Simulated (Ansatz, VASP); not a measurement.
**One calculation of Ba, two programs**

The input INCAR:

```
PREC = Accurate
ENCUT = 520
EDIFF = 1E-7
ISMEAR = 0
SIGMA = 0.1
LREAL = F
LASPH = T
NELM = 80
ALGO = Fast
ISIF = 2
LWAVE = F
LCHARG = F
GGA = PE
NBANDS = 11
```

File KPOINTS:

```
regular mesh
0
Gamma
  12 12 12
```

The input POSCAR:

```
Ba
1.0
   -2.6135250000      2.6135250000      2.6135250000
    2.6135250000     -2.6135250000      2.6135250000
    2.6135250000      2.6135250000     -2.6135250000
Ba
1
Direct
    0.0000000000      0.0000000000      0.0000000000
```

Input for Ansatz:

```yaml
crystal:
  lattice:
    - [-2.613525, 2.613525, 2.613525]
    - [2.613525, -2.613525, 2.613525]
    - [2.613525, 2.613525, -2.613525]
  atoms:
    - { symbol: Ba, position: [0.0, 0.0, 0.0] }
basis:
  ecutwfc: 420
kpoints:
  mp_grid: { grid: [12, 12, 12] }
hamiltonian:
  xc: pbe
scf:
  occupations: { method: gaussian, width: 0.1 }
output:
  forces: true
  stress: true
  eigenvalues: true
```

Alike in both runs: task single point; functional PBE; k mesh 12 × 12 × 12; occupations gaussian, width 0.1 eV; no spin polarisation.

```csv
,VASP,Ansatz
version,VASP 6.6.1,Ansatz 0.2.0
potentials or method,"VASP PAW PBE potentials, release 64 (Ba_sv), cutoff 520 eV","scalar-relativistic, plane waves, PAW"
valence electrons in the cell,10,10
```

```csv
,VASP,Ansatz,Ansatz less VASP
gap on the k mesh at the Fermi level (eV),none,none,-
pressure (GPa),-0.9,-0.9,-0.02
```

A gap of «none» marks a metal or a gap that the smearing closes. The functional is the same, so the differences come from potentials, cutoffs and numerics.

Spin-orbit coupling is off throughout.
